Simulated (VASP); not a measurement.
# Li2Pt (P-1) in VASP: a series of runs

Li2Pt is run at these levels: LDA; tasks: electric field gradients.

Program: VASP 6.6.1. These are calculated values, not measurements. Logs are shortened: lines on timing, memory, paths and dates and some standing lists are left out, and cuts for length are marked.

## 1. The cell of the first run

The typed cell holds 3 atoms: a = 4.186 Å, b = 4.222 Å, c = 2.661 Å, α = 90.41°, β = 91.14°, γ = 120.85°.

## 2. Electric field gradients, LDA (equal xy, yz and zx shear strains of -2 %)

Contents of INCAR:

```
SYSTEM = Li2Pt
ALGO = Normal
EDIFF = 1E-8
ENCUT = 520
ISIF = 2
ISMEAR = -1
LASPH = .TRUE.
LCHARG = .FALSE.
LEFG = .TRUE.
LREAL = .FALSE.
LWAVE = .FALSE.
NBANDS = 15
NELM = 80
PREC = Accurate
SIGMA = 0.03
```

Contents of KPOINTS:

```
k-points
0
G
  9 9 12
  0 0 0
```

Contents of POSCAR:

```
Li2Pt
1.0
    4.1859989866     -0.0418599899     -0.0418599899
   -2.1292513079      3.6461114576     -0.0153218197
   -0.0266100000     -0.0266100000      2.6610000000
Li Pt
2 1
Direct
    0.3333333333      0.6666666667      0.5000000000
    0.6666666667      0.3333333333      0.5000000000
    0.0000000000      0.0000000000      0.0000000000
```

Potentials or basis: VASP PAW LDA potentials, release 64 (Li_sv, Pt).

The run is started by

```console
> cat potpaw_LDA.64/Li_sv/POTCAR potpaw_LDA.64/Pt/POTCAR > POTCAR
> mpirun -np 1 vasp_std > vasp.out
```

OUTCAR:

```text
SYSTEM = Li2Pt
   EDIFF = 1E-8
   ENCUT = 520
   ISIF = 2
   ISMEAR = -1
   LASPH = .TRUE.
   LREAL = .FALSE.
   NELM = 80
   PREC = Accurate

 ion  position               nearest neighbor table
   1  0.333  0.667  0.500-   2 2.40   2 2.42   2 2.44   3 2.71   3 2.74   3 2.77   3 2.77   3 2.78
                             3 2.79
   2  0.667  0.333  0.500-   1 2.40   1 2.42   1 2.44   3 2.71   3 2.74   3 2.77   3 2.77   3 2.78
                             3 2.79
   3  0.000  0.000  0.000-   2 2.71   1 2.71   2 2.74   1 2.74   1 2.77   2 2.77   1 2.77   2 2.77
                             2 2.78   1 2.78   1 2.79   2 2.79

  LATTYP: Found a triclinic cell.
 ALAT       =     4.1501939010
 B/A-ratio  =     1.0173814952
 C/A-ratio  =     0.6412389759
 COS(alpha) =     0.0072205084
 COS(beta)  =     0.0274156886
 COS(gamma) =     0.5000742387

  Lattice vectors:

 A1 = (  -2.0567476787,  -3.6042514677,   0.0571818096)
 A2 = (   2.1292513079,  -3.6461114576,   0.0153218197)
 A3 = (  -0.0266100000,  -0.0266100000,   2.6610000000)

Analysis of symmetry for initial positions (statically):
=====================================================================
 Subroutine PRICEL returns:
 Original cell was already a primitive cell.

 Routine SETGRP: Setting up the symmetry group for a
 triclinic supercell.

 Subroutine GETGRP returns: Found  2 space group operations
 (whereof  2 operations were pure point group operations)
 out of a pool of  2 trial point group operations.

The static configuration has the point symmetry S_2 .

Analysis of symmetry for dynamics (positions and initial velocities):
=====================================================================
 Subroutine PRICEL returns:
 Original cell was already a primitive cell.

 Routine SETGRP: Setting up the symmetry group for a
 triclinic supercell.

 Subroutine GETGRP returns: Found  2 space group operations
 (whereof  2 operations were pure point group operations)
 out of a pool of  2 trial point group operations.

The dynamic configuration has the point symmetry S_2 .

 Subroutine INISYM returns: Found  2 space group operations
 (whereof  2 operations are pure point group operations),
 and found     1 'primitive' translations

----------------------------------------------------------------------------------------

                                     Primitive cell

[... 151 lines left out ...]
      4       0.6913      2.00000
      5       1.7458      2.00000
      6       1.8028      2.00000
      7       4.4357      2.00000
      8       4.4373      2.00000
      9       8.8143      0.00000
     10       9.0045      0.00000
     11      11.4393      0.00000
     12      11.4621      0.00000
     13      14.2071      0.00000
     14      15.2168      0.00000
[... 401 lines left out ...]
      2     -39.5514      2.00000
      3      -1.0797      2.00000
      4       1.0847      2.00000
      5       1.9876      2.00000
      6       2.4486      2.00000
      7       4.3400      2.00000
      8       4.4173      2.00000
      9       4.8714      1.99805
     10       6.3012      0.00000
     11      12.6624      0.00000
     12      15.2827      0.00000
     13      16.2119      0.00000
     14      18.3791      0.00000
     15      19.1643      0.00000

 [... further k-points ...]

------------------------ aborting loop because EDIFF is reached ----------------------------------------

  FORCE on cell =-STRESS in cart. coord.  units (eV):
  Direction    XX          YY          ZZ          XY          YZ          ZX
  --------------------------------------------------------------------------------------
  -------------------------------------------------------------------------------------
  Total       -0.9823414     -0.9855874     -1.2831332      0.1841768      0.0876949      0.0877624
  in kB      -38.9879558    -39.1167868    -50.9260232      7.3097558      3.4805061      3.4831860
  external PRESSURE =     -43.0102553 kB  Pullay stress =       0.0000000 kB

 VOLUME and BASIS-vectors are now :
 -----------------------------------------------------------------------------
  energy-cutoff  :      520.00
  volume of cell :       40.37
      direct lattice vectors                 reciprocal lattice vectors
     4.185998987 -0.041859990 -0.041859990     0.240333326  0.140365533  0.003806989
    -2.129251308  3.646111458 -0.015321820     0.002786909  0.275903999  0.002786909
    -0.026610000 -0.026610000  2.661000000     0.003796712  0.003796712  0.375874506

 POSITION                                       TOTAL-FORCE (eV/Angst)
 -----------------------------------------------------------------------------------
     -0.03747      2.40348      1.30633         0.041370     -0.000393     -0.002282
      2.06761      1.17416      1.29749        -0.041370      0.000393      0.002282
      0.00000      0.00000      0.00000        -0.000000     -0.000000      0.000000
 -----------------------------------------------------------------------------------
    total drift:                                0.000000     -0.000000     -0.000000

  FREE ENERGIE OF THE ION-ELECTRON SYSTEM (eV)
  ---------------------------------------------------
  free  energy   TOTEN  =       -13.1402806246 eV

  energy  without entropy=      -13.1363152116  energy(sigma->0) =      -13.13829792

 Electric field gradients (V/A^2)
---------------------------------------------------------------------
 ion       V_xx      V_yy      V_zz      V_xy      V_xz      V_yz
---------------------------------------------------------------------
   1      -0.126    -0.137     0.264     0.049    -0.023    -0.023
   2      -0.126    -0.137     0.264     0.049    -0.023    -0.023
   3     154.481   153.728  -308.208     2.028     6.152     6.128
---------------------------------------------------------------------

 Electric field gradients after diagonalization (V/A^2)
 (convention: |V_zz| > |V_xx| > |V_yy|)
----------------------------------------------------------------------
 ion       V_xx      V_yy      V_zz     asymmetry (V_yy - V_xx)/ V_zz
----------------------------------------------------------------------
   1      -0.181    -0.086     0.267       0.358
   2      -0.181    -0.086     0.267       0.358
   3     156.328   152.043  -308.371       0.014
----------------------------------------------------------------------

           NMR quadrupolar parameters

 Cq : quadrupolar parameter    Cq=e*Q*V_zz/h
 eta: asymmetry parameters     (V_yy - V_xx)/ V_zz
 Q  : nuclear electric quadrupole moment in mb (millibarn)
----------------------------------------------------------------------
 ion       Cq(MHz)       eta       Q (mb)
----------------------------------------------------------------------
   1       0.001       0.358       1.000
   2       0.001       0.358       1.000
   3      -0.746       0.014       1.000
----------------------------------------------------------------------
```

OSZICAR:

```text
N       E                     dE             d eps       ncg     rms          rms(c)
DAV:   1     0.729799576277E+02    0.72980E+02   -0.71958E+03 14954   0.110E+03
DAV:   2    -0.633814924629E+01   -0.79318E+02   -0.72280E+02 17704   0.238E+02
DAV:   3    -0.137855340099E+02   -0.74474E+01   -0.72737E+01 27612   0.474E+01
DAV:   4    -0.138945847808E+02   -0.10905E+00   -0.10878E+00 16333   0.829E+00
DAV:   5    -0.138963926017E+02   -0.18078E-02   -0.18075E-02 21298   0.805E-01    0.765E+00
DAV:   6    -0.133901422445E+02    0.50625E+00   -0.28830E+00 16087   0.144E+01    0.292E+00
DAV:   7    -0.131590994302E+02    0.23104E+00   -0.36810E-01 15856   0.542E+00    0.971E-01
DAV:   8    -0.131434758605E+02    0.15624E-01   -0.21460E-02 20004   0.102E+00    0.492E-01
DAV:   9    -0.131402517451E+02    0.32241E-02   -0.82743E-03 19019   0.736E-01    0.911E-02
DAV:  10    -0.131402787168E+02   -0.26972E-04   -0.14638E-04 19126   0.964E-02    0.225E-02
DAV:  11    -0.131402807216E+02   -0.20048E-05   -0.77470E-06 20983   0.221E-02    0.266E-03
DAV:  12    -0.131402806252E+02    0.96467E-07   -0.26650E-07 19095   0.426E-03    0.815E-04
DAV:  13    -0.131402806246E+02    0.51182E-09   -0.12537E-08 17192   0.865E-04
   1 F= -.13140281E+02 E0= -.13138298E+02  d E =-.396541E-02
```

It took 7.3 min on 1 thread of Intel Xeon 8259CL, shared host; peak memory 0.37 GiB.

What came out:

- Free energy: -13.1403 eV
- Largest force: 0.041 eV/Å
- Band gap on the k mesh: zero (bands 8 and 9 overlap by 1.84 eV)
- Largest electric field gradient by atom: Li +0.3; Pt -308.4 V/Å²

Forces in eV/Å, atoms in the order of the input:
```
Li   0.041  0.000 -0.002
Li  -0.041  0.000  0.002
Pt   0.000  0.000  0.000
```

Electric field gradients, principal values (V/Å²):
```
atom    least   middle  greatest (by size)
1 Li   -0.086   -0.181               0.267
2 Li   -0.086   -0.181               0.267
3 Pt  152.043  156.328            -308.371
```

Caveat: the cell differs from its parent crystal (equal xy, yz and zx shear strains of -2 %); the cutoff is under 1.25 times the usual one of these potentials, so pressure, stress and relaxed cells hold a basis-set (Pulay) error; without QUAD_EFG the Cq values of the log hold for a quadrupole moment of 1 mb, not for the nuclei; spin-orbit coupling is left out, which moves the levels of the heavy elements.

## 3. Electric field gradients, LDA (equal xy, yz and zx shear strains of -2 %)

Contents of INCAR:

```
PREC     = Accurate       # precision mode
ENCUT    = 520            # plane-wave cutoff, eV
EDIFF    = 1E-8           # SCF threshold, eV
ISMEAR   = -1             # smearing method
SIGMA    = 0.03           # smearing width, eV
LREAL    = F              # projectors in reciprocal space
LASPH    = T              # aspherical terms in the spheres
NELM     = 60             # most SCF steps
ALGO     = Normal         # electronic algorithm
ISIF     = 2              # what is computed and relaxed
LWAVE    = F              # write WAVECAR
LCHARG   = F              # write CHGCAR
GGA      = CA             # functional
LEFG     = T            
NBANDS   = 15             # bands
```

Contents of KPOINTS:

```
regular mesh
0
Gamma
  9 9 12
```

POSCAR is that of step 2.

Potentials or basis: VASP PAW LDA potentials, release 64 (Li_sv, Pt).

The run is started by

```console
> cat potpaw_LDA.64/Li_sv/POTCAR potpaw_LDA.64/Pt/POTCAR > POTCAR
> mpirun -np 1 vasp_std > vasp.out
```

OUTCAR:

```text
PREC = Accurate
   ENCUT = 520
   EDIFF = 1E-8
   ISMEAR = -1
   LREAL = F
   LASPH = T
   NELM = 60
   ISIF = 2
   GGA = CA

 ion  position               nearest neighbor table
   1  0.333  0.667  0.500-   2 2.40   2 2.42   2 2.44   3 2.71   3 2.74   3 2.77   3 2.77   3 2.78
                             3 2.79
   2  0.667  0.333  0.500-   1 2.40   1 2.42   1 2.44   3 2.71   3 2.74   3 2.77   3 2.77   3 2.78
                             3 2.79
   3  0.000  0.000  0.000-   2 2.71   1 2.71   2 2.74   1 2.74   1 2.77   2 2.77   1 2.77   2 2.77
                             2 2.78   1 2.78   1 2.79   2 2.79

  LATTYP: Found a triclinic cell.
 ALAT       =     4.1501939010
 B/A-ratio  =     1.0173814952
 C/A-ratio  =     0.6412389759
 COS(alpha) =     0.0072205084
 COS(beta)  =     0.0274156886
 COS(gamma) =     0.5000742387

  Lattice vectors:

 A1 = (  -2.0567476787,  -3.6042514677,   0.0571818096)
 A2 = (   2.1292513079,  -3.6461114576,   0.0153218197)
 A3 = (  -0.0266100000,  -0.0266100000,   2.6610000000)

Analysis of symmetry for initial positions (statically):
=====================================================================
 Subroutine PRICEL returns:
 Original cell was already a primitive cell.

 Routine SETGRP: Setting up the symmetry group for a
 triclinic supercell.

 Subroutine GETGRP returns: Found  2 space group operations
 (whereof  2 operations were pure point group operations)
 out of a pool of  2 trial point group operations.

The static configuration has the point symmetry S_2 .

Analysis of symmetry for dynamics (positions and initial velocities):
=====================================================================
 Subroutine PRICEL returns:
 Original cell was already a primitive cell.

 Routine SETGRP: Setting up the symmetry group for a
 triclinic supercell.

 Subroutine GETGRP returns: Found  2 space group operations
 (whereof  2 operations were pure point group operations)
 out of a pool of  2 trial point group operations.

The dynamic configuration has the point symmetry S_2 .

 Subroutine INISYM returns: Found  2 space group operations
 (whereof  2 operations are pure point group operations),
 and found     1 'primitive' translations

----------------------------------------------------------------------------------------

                                     Primitive cell

  volume of cell :      40.3685

  direct lattice vectors                    reciprocal lattice vectors
     4.185998987 -0.041859990 -0.041859990     0.240333326  0.140365533  0.003806989
    -2.129251308  3.646111458 -0.015321820     0.002786909  0.275903999  0.002786909
    -0.026610000 -0.026610000  2.661000000     0.003796712  0.003796712  0.375874506

  length of vectors
     4.186417566  4.222330476  2.661266087     0.278347056  0.275932148  0.375912855

  position of ions in fractional coordinates (direct lattice)
     0.333333333  0.666666667  0.500000000
     0.666666667  0.333333333  0.500000000
     0.000000000  0.000000000  0.000000000

  ion indices of the primitive-cell ions
   primitive index   ion index
                 1           1
                 2           2
                 3           3

[... 91 lines left out ...]
     AMIX_MAG =   1.60;   BMIX_MAG =  1.00
  volume/ion in A,a.u.               =      13.46        90.81
  Fermi-wavevector in a.u.,A,eV,Ry     =   1.202543  2.272477 19.675518  1.446110
  Thomas-Fermi vector in A             =   2.338321
   LORBIT       =      0    0 simple, 1 ext, 2 COOP (PROOUT), +10 PAW based schemes
   GGA     = CA    functional components
   LHFCALC =     F    Hartree Fock is set to
   AEXX    =    0.0000 exact exchange contribution
   IVDW    =     0    specifies the selected vdW correction
   LEPSILON=     F    determine dielectric tensor
   LRPA    =     F    only Hartree local field effects (RPA)
 non-spin polarized calculation
  energy-cutoff  :      520.00
  volume of cell :       40.37
 maximum number of plane-waves:      1103
   NGX = 15   NGY = 15   NGZ =  9

 number of electron      15.9999992 magnetization

 Free energy of the ion-electron system (eV)
  ---------------------------------------------------
  ext. energy  EPLUGINS =         0.00000000
  ---------------------------------------------------
  free energy    TOTEN  =       -13.14028062 eV

  energy without entropy =      -13.13631521  energy(sigma->0) =      -13.13829792

 E-fermi :   5.0793     XC(G=0): -10.4518

 val. band max:        5.0759825884   @ k =   0.3333   0.3333   0.0833
 cond. band min:       5.0802760664   @ k =  -0.3333  -0.1111   0.4167
 fundamental gap:      0.0042934780
 Fermi energy:         5.0792901652

 k-point     1 :       0.0000    0.0000    0.0000
  band No.  band energies     occupation
      1     -39.6447      2.00000
      2     -39.5266      2.00000
      3      -1.5351      2.00000
      4       0.6913      2.00000
      5       1.7458      2.00000
      6       1.8028      2.00000
      7       4.4357      2.00000
      8       4.4373      2.00000
      9       8.8143      0.00000
     10       9.0045      0.00000
     11      11.4393      0.00000
     12      11.4621      0.00000
     13      14.2071      0.00000
     14      15.2168      0.00000
[... 401 lines left out ...]
      2     -39.5514      2.00000
      3      -1.0797      2.00000
      4       1.0847      2.00000
      5       1.9876      2.00000
      6       2.4486      2.00000
      7       4.3400      2.00000
      8       4.4173      2.00000
      9       4.8714      1.99805
     10       6.3012      0.00000
     11      12.6624      0.00000
     12      15.2827      0.00000
     13      16.2119      0.00000
     14      18.3791      0.00000
     15      19.1643      0.00000

 [... further k-points ...]
[... 5 lines left out ...]
  --------------------------------------------------------------------------------------
  -------------------------------------------------------------------------------------
  Total       -0.9823414     -0.9855874     -1.2831332      0.1841768      0.0876949      0.0877624
  in kB      -38.9879558    -39.1167868    -50.9260232      7.3097558      3.4805061      3.4831860
  external PRESSURE =     -43.0102553 kB  Pullay stress =       0.0000000 kB

 VOLUME and BASIS-vectors are now :
 -----------------------------------------------------------------------------
  energy-cutoff  :      520.00
  volume of cell :       40.37
      direct lattice vectors                 reciprocal lattice vectors
     4.185998987 -0.041859990 -0.041859990     0.240333326  0.140365533  0.003806989
    -2.129251308  3.646111458 -0.015321820     0.002786909  0.275903999  0.002786909
    -0.026610000 -0.026610000  2.661000000     0.003796712  0.003796712  0.375874506

 POSITION                                       TOTAL-FORCE (eV/Angst)
 -----------------------------------------------------------------------------------
     -0.03747      2.40348      1.30633         0.041370     -0.000393     -0.002282
      2.06761      1.17416      1.29749        -0.041370      0.000393      0.002282
      0.00000      0.00000      0.00000        -0.000000     -0.000000      0.000000
 -----------------------------------------------------------------------------------
    total drift:                                0.000000     -0.000000     -0.000000

  FREE ENERGIE OF THE ION-ELECTRON SYSTEM (eV)
  ---------------------------------------------------
  free  energy   TOTEN  =       -13.1402806246 eV

  energy  without entropy=      -13.1363152116  energy(sigma->0) =      -13.13829792

 Electric field gradients (V/A^2)
---------------------------------------------------------------------
 ion       V_xx      V_yy      V_zz      V_xy      V_xz      V_yz
---------------------------------------------------------------------
   1      -0.126    -0.137     0.264     0.049    -0.023    -0.023
   2      -0.126    -0.137     0.264     0.049    -0.023    -0.023
   3     154.481   153.728  -308.208     2.028     6.152     6.128
---------------------------------------------------------------------

 Electric field gradients after diagonalization (V/A^2)
 (convention: |V_zz| > |V_xx| > |V_yy|)
----------------------------------------------------------------------
 ion       V_xx      V_yy      V_zz     asymmetry (V_yy - V_xx)/ V_zz
----------------------------------------------------------------------
   1      -0.181    -0.086     0.267       0.358
   2      -0.181    -0.086     0.267       0.358
   3     156.328   152.043  -308.371       0.014
----------------------------------------------------------------------

           NMR quadrupolar parameters

 Cq : quadrupolar parameter    Cq=e*Q*V_zz/h
 eta: asymmetry parameters     (V_yy - V_xx)/ V_zz
 Q  : nuclear electric quadrupole moment in mb (millibarn)
----------------------------------------------------------------------
 ion       Cq(MHz)       eta       Q (mb)
----------------------------------------------------------------------
   1       0.001       0.358       1.000
   2       0.001       0.358       1.000
   3      -0.746       0.014       1.000
----------------------------------------------------------------------
```

Wall time 7.6 min (1 thread of Intel Xeon 8259CL, shared host); peak memory 0.37 GiB.

Results:

* Free energy: -13.1403 eV
* Largest force: 0.041 eV/Å
* Band gap on the k mesh: zero (bands 8 and 9 overlap by 1.84 eV)
* Largest electric field gradient by atom: Li +0.3; Pt -308.4 V/Å²

Forces in eV/Å, atoms in the order of the input:
```
Li   0.041  0.000 -0.002
Li  -0.041  0.000  0.002
Pt   0.000  0.000  0.000
```

Electric field gradients, principal values (V/Å²):
```
atom    least   middle  greatest (by size)
1 Li   -0.086   -0.181               0.267
2 Li   -0.086   -0.181               0.267
3 Pt  152.043  156.328            -308.371
```

Caveat: the cell differs from its parent crystal (equal xy, yz and zx shear strains of -2 %); the cutoff is under 1.25 times the usual one of these potentials, so pressure, stress and relaxed cells hold a basis-set (Pulay) error; without QUAD_EFG the Cq values of the log hold for a quadrupole moment of 1 mb, not for the nuclei; spin-orbit coupling is left out, which moves the levels of the heavy elements.

(Continued in part 2 of 2.)
